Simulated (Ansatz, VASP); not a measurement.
Two plane-wave programs on SnTe3As

The input INCAR:

```
SYSTEM = SnTe3As
PREC = Accurate
ENCUT = 600
EDIFF = 1E-7
ISMEAR = 0
SIGMA = 0.1
LREAL = .FALSE.
LASPH = .TRUE.
NELM = 60
ALGO = Normal
ISIF = 3
LWAVE = .FALSE.
LCHARG = .FALSE.
GGA = PE
IBRION = 2
NSW = 90
EDIFFG = -0.04
```

The input KPOINTS:

```
regular mesh
0
G
  4 4 4
  0 0 0
```

Contents of POSCAR:

```
SnTe3As
1.0
    5.3362243200      0.0000000000      0.0000000000
    0.0000000000      5.3362243200      0.0000000000
    0.0000000000      0.0000000000      5.3362243200
Sn Te As
1 3 1
Direct
    0.0000000000      0.0000000000      0.0000000000
    0.0000000000      0.5000000000      0.5000000000
    0.5000000000      0.0000000000      0.5000000000
    0.5000000000      0.5000000000      0.0000000000
    0.5000000000      0.5000000000      0.5000000000
```

Input for Ansatz:

```yaml
crystal:
  lattice:
    - [5.33622432, 0.0, 0.0]
    - [0.0, 5.33622432, 0.0]
    - [0.0, 0.0, 5.33622432]
  atoms:
    - { symbol: Sn, position: [0.0, 0.0, 0.0] }
    - { symbol: Te, position: [0.0, 0.5, 0.5] }
    - { symbol: Te, position: [0.5, 0.0, 0.5] }
    - { symbol: Te, position: [0.5, 0.5, 0.0] }
    - { symbol: As, position: [0.5, 0.5, 0.5] }
basis:
  ecutwfc: 420
kpoints:
  mp_grid: { grid: [4, 4, 4] }
hamiltonian:
  xc: pbe
scf:
  occupations: { method: gaussian, width: 0.1 }
  lower_state_search: "off"
output:
  forces: true
  stress: true
  eigenvalues: true
relax:
  adjacent_minimum: "off"
  f_tol: 0.04
  max_steps: 70
  cell: { stress_tol: 0.4 }
```

Change from the starting cell: species swapped into the DyBRh3 type (Pm-3m, No. 221).

Alike in both runs: task relaxation of cell and atoms; functional PBE; k mesh 4 × 4 × 4; occupations gaussian, width 0.1 eV; no spin polarisation.

|  | VASP | Ansatz |
| --- | --- | --- |
| version | VASP 6.6.1 | Ansatz 0.2.0 |
| potentials or method | VASP PAW PBE potentials, release 64 (Sn_d, Te, As), cutoff 600 eV | scalar-relativistic, plane waves, PAW |
| valence electrons in the cell | 37 | 77 |

```tsv
	VASP	Ansatz	Ansatz less VASP
gap on the k mesh at the Fermi level, each at its own relaxed structure (eV)	none	none	-
relaxed volume (Å³/atom)	33.15	33.21	+0.064
relaxed length of the cell vector where the two differ most in proportion (Å)	5.493	5.497	+0.0035
```

A gap of «none» marks a metal or a gap that the smearing closes. VASP's potentials hold 37 valence electrons a cell and Ansatz's 77, so a difference there can come from the potentials and not from the codes.

Spin-orbit coupling is off throughout.
